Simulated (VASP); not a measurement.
Write the native input for VASP 6.6.1 that does the following.

* Task: single point
* Functional: PBE
* Potentials or basis: VASP PAW PBE potentials, release 64 (Hf_pv)
* Cutoff: 520 eV
* k mesh: 7 × 7 × 8
* Occupations: fermi-dirac, width 0.1 eV
* Spin: no spin polarisation
* Dipole correction: no
* Further INCAR settings: ALGO = Fast; EDIFF = 1e-06; NBANDS = 11

The structure of Hf lies in POSCAR:

```
Hf
1.0
   -1.7353850000      1.7880950000      1.8403380000
    1.7684040000     -1.7610630000      1.8463250000
    1.7817980000      1.8074760000     -1.8133060000
Hf
1
Direct
   -0.0165250000     -0.0068030000     -0.0104090000
```

The input as run:

INCAR

```
PREC = Accurate
ENCUT = 520
EDIFF = 1E-6
ISMEAR = -1
SIGMA = 0.1
LREAL = F
LASPH = T
NELM = 100
ALGO = Fast
ISIF = 2
LWAVE = F
LCHARG = T
GGA = PE
LELF = T
LVHAR = T
NBANDS = 11
```

KPOINTS

```
regular mesh
0
Gamma
  7 7 8
```

Potentials or basis: VASP PAW PBE potentials, release 64 (Hf_pv).

Run with:

```bash
$ cat potpaw_PBE.64/Hf_pv/POTCAR > POTCAR
$ mpirun -np 1 vasp_std > vasp.out
```

Results of the run:

The pressure is -4.8 GPa. The band gap on the k mesh is zero (band 5 reaches 5.44 eV, above the bottom of band 6 at 3.74 eV).

Caveat: spin-orbit coupling is left out, which moves the levels of the heavy elements.

Wall time 29 s on 1 thread of Intel(R) Xeon(R) Platinum 8259CL CPU @ 2.50GHz (Skylake/Cascade Lake), with other jobs on the host, peak memory 0.17 GiB.
